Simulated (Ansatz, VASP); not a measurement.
## Cs2YInC6N6: VASP beside Ansatz

```xyz
16
Lattice="0.0000 5.3735 5.3735 5.3735 0.0000 5.3735 5.3735 5.3735 0.0000" Properties=species:S:1:pos:R:3 pbc="T T T"
Cs    2.6867    2.6867    2.6867
Cs    8.0602    8.0602    8.0602
Y     0.0000    0.0000    0.0000
In    5.3735    5.3735    5.3735
C     2.1060    5.3735    5.3735
C     5.3735    2.1060    5.3735
C     5.3735    5.3735    2.1060
C     8.6410    5.3735    5.3735
C     5.3735    8.6410    5.3735
C     5.3735    5.3735    8.6410
N     3.2760    5.3735    5.3735
N     5.3735    3.2760    5.3735
N     5.3735    5.3735    3.2760
N     7.4710    5.3735    5.3735
N     5.3735    7.4710    5.3735
N     5.3735    5.3735    7.4710
```

Alike in both runs: task single point; functional PBE; k mesh 4 × 4 × 4; occupations gaussian, width 0.1 eV; collinear spin.

```csv
,VASP,Ansatz
version,VASP 6.6.1,Ansatz 0.2.0
potentials or method,"VASP PAW PBE potentials, release 64 (Cs_sv, Y_sv, In_d, C, N), cutoff 520 eV","scalar-relativistic, plane waves, PAW"
valence electrons in the cell,96,96
```

```tsv
	VASP	Ansatz	Ansatz less VASP
gap on the k mesh at the Fermi level (eV)	none	none	-
pressure (GPa)	18.6	18.3	-0.29
rms of the force components (eV/Å)	1.050	1.180	+0.1303
net moment per atom (μB)	0.09	0.08	-0.002
size of the moment on the site where the two differ most (μB)	0.32	0.09	-0.238
```

Site moments also hang on the region over which each program counts them. Atom by atom the forces differ by 0.203 eV/Å (rms over components). A gap of «none» marks a metal or a gap that the smearing closes.

Spin-orbit coupling is off throughout. Noted on VASP's run: the standard files for N, O and F lose accuracy on very short bonds.
